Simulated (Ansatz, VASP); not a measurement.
One calculation of Pb, two programs

```
Pb
1.0
     3.48000    0.00000    0.00000
    -1.74000    3.01377    0.00000
     0.00000    0.00000    5.36640
Pb
2
Cartesian
  0.0000 2.0092 1.3416
  1.7400 1.0046 4.0248
```

Change from the starting cell: strain +0.000 along x and y, -0.040 along z, atoms carried along.

Alike in both runs: task single point; functional r2SCAN; k mesh 18 × 18 × 10; occupations gaussian, width 0.15 eV; no spin polarisation.

|  | VASP | Ansatz |
| --- | --- | --- |
| version | VASP 6.6.1 | Ansatz 0.2.0 |
| potentials or method | VASP PAW PBE potentials, release 64 (Pb_d), cutoff 520 eV | scalar-relativistic, plane waves, PAW |
| valence electrons in the cell | 28 | 28 |

Ansatz gave:

| Property | Result |
| --- | --- |
| gap on the k mesh at the Fermi level (eV) | none |
| pressure (GPa) | 5.4 |
| traceless stress, the component that is largest in VASP (GPa) | 2.20 |

Which values does VASP return?

gap on the k mesh at the Fermi level (eV): none; pressure (GPa): 5.5; traceless stress, the component that is largest in VASP (GPa): 2.21.

VASP's potentials were made for PBE, not for r2SCAN. A gap of «none» marks a metal or a gap that the smearing closes.

Spin-orbit coupling is off throughout.
